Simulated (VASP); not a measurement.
The system is WSe2.

```
W Se
1.0
     3.12279    0.00000    0.00000
    -1.56140    2.85547    0.00000
     0.00000    0.00000    7.18427
W Se
1 2
Direct
  0.00222 0.00444 0.00000
  0.33222 0.66445 0.23627
  0.33222 0.66445 0.76373
```

This cell differs from its parent crystal: uniaxial x strain -5.3%.

Base run:

```yaml
Program: VASP 6.6.1
Functional: r2SCAN
Potentials_or_basis: VASP PAW PBE potentials, release 64 (W_sv, Se)
Cutoff: 520 eV
k_mesh: 12 × 12 × 4
Occupations: gaussian, width 0.01 eV
Spin: no spin polarisation
```

Its results: band gap on the k mesh 1.32 eV (least direct gap 2.04 eV); pressure 6.4 GPa; largest force 0.026 eV/Å.

The run is repeated on the same cell with these changes: functional from r2SCAN to PBE; occupations from gaussian, width 0.01 eV to fermi-dirac, width 0.02 eV. What comes out?

Band gap on the k mesh 1.18 eV (least direct gap 1.90 eV); pressure 8.3 GPa; largest force 0.373 eV/Å.

Caveats: the cell stands under pressure; spin-orbit coupling is left out, which moves the levels of the heavy elements; the PAW data sets were made with another functional, which shifts forces and pressure a little (at least some runs); this functional lacks dispersion, which binds the layers, so the pressure and a relaxed spacing across them are unreliable (at least some runs).

A k mesh can miss the band edges.
